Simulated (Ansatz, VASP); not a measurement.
One calculation of SbS3, two programs

The input INCAR:

```
SYSTEM = SbS3
PREC = Accurate ; ENCUT = 520
EDIFF = 1E-6 ; ISMEAR = 0
SIGMA = 0.1 ; LREAL = .FALSE.
LASPH = .TRUE. ; NELM = 80
ALGO = Normal ; ISIF = 2
LWAVE = .FALSE. ; LCHARG = .FALSE.
GGA = PE ; NBANDS = 20
```

KPOINTS

```
Automatic mesh
0
G
  4 4 4
  0 0 0
```

File POSCAR:

```
SbS3
1.0
    4.9554307600      0.0000000000      0.0000000000
    0.0000000000      4.9554307600      0.0000000000
    0.0000000000      0.0000000000      4.9554307600
Sb S
1 3
Direct
    0.0000000000      0.0000000000      0.0000000000
    0.5000000000      0.0000000000      0.0000000000
    0.0000000000      0.5000000000      0.0000000000
    0.0000000000      0.0000000000      0.5000000000
```

Input for Ansatz:

```yaml
crystal:
  lattice:
    - [4.95543076, 0.0, 0.0]
    - [0.0, 4.95543076, 0.0]
    - [0.0, 0.0, 4.95543076]
  atoms:
    - { symbol: Sb, position: [0.0, 0.0, 0.0] }
    - { symbol: S, position: [0.5, 0.0, 0.0] }
    - { symbol: S, position: [0.0, 0.5, 0.0] }
    - { symbol: S, position: [0.0, 0.0, 0.5] }
basis:
  ecutwfc: 420
kpoints:
  mp_grid: { grid: [4, 4, 4] }
hamiltonian:
  xc: pbe
scf:
  occupations: { method: gaussian, width: 0.1 }
  lower_state_search: "off"
output:
  forces: true
  stress: true
  eigenvalues: true
```

Alike in both runs: task single point; functional PBE; k mesh 4 × 4 × 4; occupations gaussian, width 0.1 eV; no spin polarisation.

|  | VASP | Ansatz |
| --- | --- | --- |
| version | VASP 6.6.1 | Ansatz 0.2.0 |
| potentials or method | VASP PAW PBE potentials, release 64 (Sb, S), cutoff 520 eV | scalar-relativistic, plane waves, PAW |
| valence electrons in the cell | 23 | 33 |

VASP gave:

- gap on the k mesh at the Fermi level (eV): none
- pressure (GPa): 3.4

Which values does Ansatz return?

gap on the k mesh at the Fermi level (eV): none; pressure (GPa): 3.5.

A gap of «none» marks a metal or a gap that the smearing closes. VASP's potentials hold 23 valence electrons a cell and Ansatz's 33, so a difference there can come from the potentials and not from the codes.

Neither program's run includes spin-orbit coupling.
